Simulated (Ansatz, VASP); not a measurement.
## One calculation of Pb2C, two programs

```
CELL_PARAMETERS angstrom
0.00000 3.32341 3.32341
3.32341 0.00000 3.32341
3.32341 3.32341 0.00000
ATOMIC_POSITIONS crystal
C 0.00000 0.00000 0.00000
Pb 0.25000 0.25000 0.25000
Pb 0.75000 0.75000 0.75000
```

Alike in both runs: task relaxation of cell and atoms; functional PBE; k mesh 10 × 10 × 10; occupations fermi-dirac, width 0.05 eV; no spin polarisation.

|  | VASP | Ansatz |
| --- | --- | --- |
| version | VASP 6.6.1 | Ansatz 0.2.0 |
| potentials or method | VASP PAW PBE potentials, release 64 (C, Pb_d) | PAW with Ansatz's default frozen-core files, scalar-relativistic |
| plane-wave cutoff (eV) | 600 | 420 |
| valence electrons in the cell | 32 | 32 |

```tsv
	VASP	Ansatz	Ansatz less VASP
relaxed volume (Å³/atom)	24.01	24.01	+0.003
relaxed cell length with the largest relative difference (Å)	4.670	4.670	+0.0002
```

Spin-orbit coupling is off throughout.
